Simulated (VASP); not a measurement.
# MgO (Fm-3m) in VASP: a series of runs

Aim: see how the results for MgO move with the level of theory and the settings. Levels: HSE06, PBE-based screened hybrid. Tasks: single point.

Program: VASP 6.6.1. These are calculated values, not measurements. Logs are shortened: lines on timing, memory, paths and dates and some standing lists are left out, and cuts for length are marked.

## (1) The cell of the first run

The structure is cubic, space group Fm-3m (No. 225). Conventional cell: a = 4.204 Å, b = 4.204 Å, c = 4.204 Å, α = 90.00°, β = 90.00°, γ = 90.00°. Within 2.8 Å of Mg (site symmetry m-3m) lie 6 O at 2.10 Å. O (site symmetry m-3m) has 6 Mg at 2.10 Å within 2.8 Å.

## (2) Single point, HSE06

Contents of POSCAR:

```
MgO
1.0
    0.0000000000      2.1021674158      2.1021674158
    2.1021674158      0.0000000000      2.1021674158
    2.1021674158      2.1021674158      0.0000000000
Mg O
1 1
Direct
    0.0000000000      0.0000000000      0.0000000000
    0.5000000000      0.5000000000      0.5000000000
```

Contents of INCAR.step1:

```
PREC = Accurate
ENCUT = 520
EDIFF = 1E-5
ISMEAR = 0
SIGMA = 0.01
LREAL = F
LASPH = T
NELM = 100
ALGO = Normal
ISIF = 2
LWAVE = T
LCHARG = F
NBANDS = 11
GGA = PE
```

Contents of INCAR.step2:

```
PREC = Accurate
ENCUT = 520
EDIFF = 1E-6
ISMEAR = 0
SIGMA = 0.01
LREAL = F
LASPH = T
NELM = 100
ALGO = Normal
ISIF = 2
LWAVE = F
LCHARG = F
GGA = PE
LHFCALC = T
HFSCREEN = 0.2079
PRECFOCK = Normal
NBANDS = 11
ISTART = 1
```

Contents of KPOINTS:

```
regular mesh
0
Gamma
  6 6 6
```

Potentials or basis: VASP PAW PBE potentials, release 64 (Mg, O).

Started as:

```sh
$ cat potpaw_PBE.64/Mg/POTCAR potpaw_PBE.64/O/POTCAR > POTCAR
$ cp INCAR.step1 INCAR
$ mpirun -np 1 vasp_std > vasp.out
$ cp INCAR.step2 INCAR
$ mpirun -np 1 vasp_std > vasp.out
```

OUTCAR:

```text
PREC = Accurate
   ENCUT = 520
   EDIFF = 1E-6
   ISMEAR = 0
   LREAL = F
   LASPH = T
   NELM = 100
   ISIF = 2
   GGA = PE
   LHFCALC = T
   HFSCREEN = 0.2079
   PRECFOCK = Normal
   ISTART = 1

 ion  position               nearest neighbor table
   1  0.000  0.000  0.000-   2 2.10   2 2.10   2 2.10   2 2.10   2 2.10   2 2.10
   2  0.500  0.500  0.500-   1 2.10   1 2.10   1 2.10   1 2.10   1 2.10   1 2.10

  LATTYP: Found a face centered cubic cell.
 ALAT       =     4.2043348316

  Lattice vectors:

 A1 = (   0.0000000000,   2.1021674158,   2.1021674158)
 A2 = (   2.1021674158,   0.0000000000,   2.1021674158)
 A3 = (   2.1021674158,   2.1021674158,   0.0000000000)

Analysis of symmetry for initial positions (statically):
=====================================================================
 Subroutine PRICEL returns:
 Original cell was already a primitive cell.

 Routine SETGRP: Setting up the symmetry group for a
 face centered cubic supercell.

 Subroutine GETGRP returns: Found 48 space group operations
 (whereof 48 operations were pure point group operations)
 out of a pool of 48 trial point group operations.

The static configuration has the point symmetry O_h .

Analysis of symmetry for dynamics (positions and initial velocities):
=====================================================================
 Subroutine PRICEL returns:
 Original cell was already a primitive cell.

 Routine SETGRP: Setting up the symmetry group for a
 face centered cubic supercell.

 Subroutine GETGRP returns: Found 48 space group operations
 (whereof 48 operations were pure point group operations)
 out of a pool of 48 trial point group operations.

The dynamic configuration has the point symmetry O_h .

 Subroutine INISYM returns: Found 48 space group operations
 (whereof 48 operations are pure point group operations),
 and found     1 'primitive' translations

----------------------------------------------------------------------------------------

                                     Primitive cell

  volume of cell :      18.5794

  direct lattice vectors                    reciprocal lattice vectors
     0.000000000  2.102167416  2.102167416    -0.237849753  0.237849753  0.237849753
     2.102167416  0.000000000  2.102167416     0.237849753 -0.237849753  0.237849753
     2.102167416  2.102167416  0.000000000     0.237849753  0.237849753 -0.237849753

  length of vectors
     2.972913670  2.972913670  2.972913670     0.411967856  0.411967856  0.411967856
[... 88 lines left out ...]
   EFERMI_NEDOS =   21; number of points for ismear=-14 and -15
   IALGO  =     38    algorithm
   IMIX   =      1    mixing-type and parameters
     AMIX     =   0.40;   BMIX     =  1.00
     AMIX_MAG =   1.60;   BMIX_MAG =  1.00
  volume/ion in A,a.u.               =       9.29        62.69
  Fermi-wavevector in a.u.,A,eV,Ry     =   1.236216  2.336109 20.792816  1.528229
  Thomas-Fermi vector in A             =   2.370833
   LORBIT       =      0    0 simple, 1 ext, 2 COOP (PROOUT), +10 PAW based schemes
   GGA     = PE    functional components
   LHFCALC =     T    Hartree Fock is set to
   PRECFOCK=normal    Normal, Fast or Accurate (Low or Medium for compatibility)
   ENCUT4O =  -1.0   cutoff for four orbital integrals eV
   NKREDX  =     1    reduce k-point grid by
   NKREDY  =     1    reduce k-point grid by
   NKREDZ  =     1    reduce k-point grid by
   AEXX    =    0.2500 exact exchange contribution
   HFSCREEN=    0.2079 screening length (either q_TF or 0.3 A-1)
   HFSCREENC=   0.2079 screening length for correlation (either q_TF or 0.3 A-1)
   ENCUTFOCK=  -1.0 apply spherical cutoff to Coloumb kernel
   IVDW    =     0    specifies the selected vdW correction
   LEPSILON=     F    determine dielectric tensor
   LRPA    =     F    only Hartree local field effects (RPA)
 non-spin polarized calculation
 Gauss-broadening in eV      SIGMA  =   0.01
  energy-cutoff  :      520.00
  volume of cell :       18.58
 maximum number of plane-waves:       531
 NGX is ok and might be reduce to    24
  NGX = 18; NGY = 18; NGZ = 18

 number of electron       8.0000004 magnetization

 Free energy of the ion-electron system (eV)
  ---------------------------------------------------
  ext. energy  EPLUGINS =         0.00000000
  ---------------------------------------------------
  free energy    TOTEN  =       -14.21001006 eV

  energy without entropy =      -14.21001006  energy(sigma->0) =      -14.21001006

 E-fermi :   2.1436     XC(G=0):  -9.1174

 val. band max:        1.9804192564   @ k =   0.0000   0.0000   0.0000
 cond. band min:       8.4771205500   @ k =   0.0000   0.0000   0.0000
 fundamental gap:      6.4967012936
 Fermi energy:         2.1435506372

 k-point     1 :       0.0000    0.0000    0.0000
  band No.  band energies     occupation
      1     -16.8718      2.00000
      2       1.9804      2.00000
      3       1.9804      2.00000
      4       1.9804      2.00000
      5       8.4771      0.00000
      6      19.7649      0.00000
      7      19.7649      0.00000
      8      19.7649      0.00000
      9      23.7082      0.00000
     10      25.6479      0.00000
     11      25.6479      0.00000
[... 197 lines left out ...]
 k-point    16 :      -0.3333    0.5000    0.1667
  band No.  band energies     occupation
      1     -15.1928      2.00000
      2      -1.8560      2.00000
      3      -0.4389      2.00000
      4       0.1771      2.00000
      5      14.4195      0.00000
      6      15.4273      0.00000
      7      16.6559      0.00000
      8      20.7453      0.00000
      9      24.5846      0.00000
     10      28.9420      0.00000
     11      30.6403      0.00000

------------------------ aborting loop because EDIFF is reached ----------------------------------------

  FORCE on cell =-STRESS in cart. coord.  units (eV):
  Direction    XX          YY          ZZ          XY          YZ          ZX
  --------------------------------------------------------------------------------------
  -------------------------------------------------------------------------------------
  Total       -0.0749363     -0.0749363     -0.0749363     -0.0000000     -0.0000000      0.0000000
  in kB       -6.4620615     -6.4620615     -6.4620615     -0.0000000     -0.0000000      0.0000000
  external PRESSURE =      -6.4620615 kB  Pullay stress =       0.0000000 kB

 VOLUME and BASIS-vectors are now :
 -----------------------------------------------------------------------------
  energy-cutoff  :      520.00
  volume of cell :       18.58
      direct lattice vectors                 reciprocal lattice vectors
     0.000000000  2.102167416  2.102167416    -0.237849753  0.237849753  0.237849753
     2.102167416  0.000000000  2.102167416     0.237849753 -0.237849753  0.237849753
     2.102167416  2.102167416  0.000000000     0.237849753  0.237849753 -0.237849753

 POSITION                                       TOTAL-FORCE (eV/Angst)
 -----------------------------------------------------------------------------------
      0.00000      0.00000      0.00000        -0.000000     -0.000000     -0.000000
      2.10217      2.10217      2.10217         0.000000      0.000000      0.000000
 -----------------------------------------------------------------------------------
    total drift:                                0.000001     -0.000019     -0.000020

  FREE ENERGIE OF THE ION-ELECTRON SYSTEM (eV)
  ---------------------------------------------------
  free  energy   TOTEN  =       -14.2100100636 eV

  energy  without entropy=      -14.2100100636  energy(sigma->0) =      -14.21001006
```

Run time: 5.4 min. Hardware: 1 thread of Intel Xeon Platinum 8488C (Sapphire Rapids), shared host; peak memory 0.25 GiB.

Results:

- Free energy: -14.2100 eV
- Pressure: -0.6 GPa
- Band gap on the k mesh: 6.50 eV, direct

Caveat: the k points lie up to 0.43 Å⁻¹ apart; the PAW data sets were made with another functional, which shifts forces and pressure a little.

## (3) Single point, PBE-based screened hybrid

POSCAR is that of step 2.

Contents of INCAR.step1:

```
SYSTEM = MgO
PREC = Accurate
ENCUT = 520
EDIFF = 1E-5
ISMEAR = 0
SIGMA = 0.01
LREAL = .FALSE.
LASPH = .TRUE.
NELM = 60
ALGO = Normal
ISIF = 2
LWAVE = .TRUE.
LCHARG = .FALSE.
GGA = PE
NBANDS = 11
```

Contents of INCAR.step2:

```
SYSTEM = MgO
PREC = Accurate
ENCUT = 520
EDIFF = 1E-6
ISMEAR = 0
SIGMA = 0.01
LREAL = .FALSE.
LASPH = .TRUE.
NELM = 60
ALGO = Normal
ISIF = 2
LWAVE = .FALSE.
LCHARG = .FALSE.
GGA = PE
LHFCALC = .TRUE.
AEXX = 1.0
HFSCREEN = 0.1
PRECFOCK = Normal
ISTART = 1
NBANDS = 11
ALDAC = 1.0
AGGAC = 1.0
```

Contents of KPOINTS:

```
Automatic mesh
0
G
  6 6 6
  0 0 0
```

Potentials or basis: VASP PAW PBE potentials, release 64 (Mg, O).

Started as:

```sh
$ cat potpaw_PBE.64/Mg/POTCAR potpaw_PBE.64/O/POTCAR > POTCAR
$ cp INCAR.step1 INCAR
$ mpirun -np 1 vasp_std > vasp.out
$ cp INCAR.step2 INCAR
$ mpirun -np 1 vasp_std > vasp.out
```

OUTCAR:

```text
SYSTEM = MgO
   PREC = Accurate
   ENCUT = 520
   EDIFF = 1E-6
   ISMEAR = 0
   LREAL = .FALSE.
   LASPH = .TRUE.
   NELM = 60
   ISIF = 2
   GGA = PE
   LHFCALC = .TRUE.
   AEXX = 1.0
   HFSCREEN = 0.1
   PRECFOCK = Normal
   ISTART = 1

 ion  position               nearest neighbor table
   1  0.000  0.000  0.000-   2 2.10   2 2.10   2 2.10   2 2.10   2 2.10   2 2.10
   2  0.500  0.500  0.500-   1 2.10   1 2.10   1 2.10   1 2.10   1 2.10   1 2.10

  LATTYP: Found a face centered cubic cell.
 ALAT       =     4.2043348316

  Lattice vectors:

 A1 = (   0.0000000000,   2.1021674158,   2.1021674158)
 A2 = (   2.1021674158,   0.0000000000,   2.1021674158)
 A3 = (   2.1021674158,   2.1021674158,   0.0000000000)

Analysis of symmetry for initial positions (statically):
=====================================================================
 Subroutine PRICEL returns:
 Original cell was already a primitive cell.

 Routine SETGRP: Setting up the symmetry group for a
 face centered cubic supercell.

 Subroutine GETGRP returns: Found 48 space group operations
 (whereof 48 operations were pure point group operations)
[... 174 lines left out ...]
      2      -2.8769      2.00000
      3      -2.8769      2.00000
      4      -2.8769      2.00000
      5      10.6902      0.00000
      6      22.5991      0.00000
      7      22.5991      0.00000
      8      22.5991      0.00000
      9      26.3841      0.00000
     10      29.0243      0.00000
     11      29.0243      0.00000
[... 197 lines left out ...]
 k-point    16 :      -0.3333    0.5000    0.1667
  band No.  band energies     occupation
      1     -24.4280      2.00000
      2      -7.3973      2.00000
      3      -5.7337      2.00000
      4      -5.0090      2.00000
      5      16.9058      0.00000
      6      18.2568      0.00000
      7      19.8953      0.00000
      8      24.1480      0.00000
      9      28.4265      0.00000
     10      32.5406      0.00000
     11      34.7283      0.00000

------------------------ aborting loop because EDIFF is reached ----------------------------------------

  FORCE on cell =-STRESS in cart. coord.  units (eV):
  Direction    XX          YY          ZZ          XY          YZ          ZX
  --------------------------------------------------------------------------------------
  -------------------------------------------------------------------------------------
  Total       -1.8879725     -1.8879725     -1.8879725     -0.0000000      0.0000000      0.0000000
  in kB     -162.8074781   -162.8074781   -162.8074781     -0.0000000      0.0000000      0.0000000
  external PRESSURE =    -162.8074781 kB  Pullay stress =       0.0000000 kB

 VOLUME and BASIS-vectors are now :
 -----------------------------------------------------------------------------
  energy-cutoff  :      520.00
  volume of cell :       18.58
      direct lattice vectors                 reciprocal lattice vectors
     0.000000000  2.102167416  2.102167416    -0.237849753  0.237849753  0.237849753
     2.102167416  0.000000000  2.102167416     0.237849753 -0.237849753  0.237849753
     2.102167416  2.102167416  0.000000000     0.237849753  0.237849753 -0.237849753

 POSITION                                       TOTAL-FORCE (eV/Angst)
 -----------------------------------------------------------------------------------
      0.00000      0.00000      0.00000         0.000000     -0.000000     -0.000000
      2.10217      2.10217      2.10217        -0.000000      0.000000      0.000000
 -----------------------------------------------------------------------------------
    total drift:                               -0.000001     -0.000002     -0.000001

  FREE ENERGIE OF THE ION-ELECTRON SYSTEM (eV)
  ---------------------------------------------------
  free  energy   TOTEN  =       -22.6723611685 eV

  energy  without entropy=      -22.6723611685  energy(sigma->0) =      -22.67236117
```

Wall time 6.9 min (1 thread of Intel Xeon Platinum 8488C (Sapphire Rapids), shared host); peak memory 0.25 GiB.

What came out:

```
Free energy            : -22.6724 eV
Pressure               : -16.3 GPa
Band gap on the k mesh : 13.57 eV, direct
```

Caveat: the k points lie up to 0.43 Å⁻¹ apart; the PAW data sets were made with another functional, which shifts forces and pressure a little.
